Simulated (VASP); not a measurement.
Input of a VASP 6.6.1 run:

The input POSCAR:

```
KBr
1.0
    0.0259123081      3.3116488838      3.3116488838
    3.3116488838      0.0259123081      3.3116488838
    3.3116488838      3.3116488838      0.0259123081
K Br
1 1
Direct
    0.0000000000      0.0000000000      0.0000000000
    0.5000000000      0.5000000000      0.5000000000
```

INCAR.step1

```
SYSTEM = KBr
PREC = Accurate
ENCUT = 520
ISMEAR = 0
SIGMA = 0.01
LREAL = .False.
LASPH = .True.
NELM = 100
NBANDS = 15
GGA = PE
ALGO = Normal
EDIFF = 1E-4
LWAVE = .True.
LCHARG = .False.
```

The input INCAR.step2:

```
SYSTEM = KBr
PREC = Accurate
ENCUT = 520
EDIFF = 1E-6
ISMEAR = 0
SIGMA = 0.01
LREAL = .False.
LASPH = .True.
NELM = 100
ALGO = Normal
ISIF = 2
LWAVE = .False.
LCHARG = .False.
METAGGA = R2SCAN
LMIXTAU = .True.
NBANDS = 15
ISTART = 1
```

The input KPOINTS:

```
regular mesh
0
Gamma
  6 6 6
  0 0 0
```

Potentials or basis: VASP PAW PBE potentials, release 64 (K_sv, Br).

The run is started by

```bash
$ cat potpaw_PBE.64/K_sv/POTCAR potpaw_PBE.64/Br/POTCAR > POTCAR
$ cp INCAR.step1 INCAR
$ mpirun -np 1 vasp_std > vasp.out
$ cp INCAR.step2 INCAR
$ mpirun -np 1 vasp_std > vasp.out
```

**Question.** What does it give for the band gap on the k mesh?

**Answer.** 5.07 eV.

**Question.** Estimate the pressure.

**Answer.** 0.1 GPa.

Caveat: the cell differs from its parent crystal (epitaxial 111 strain -0.5%); the PAW data sets were made with another functional, which shifts forces and pressure a little.
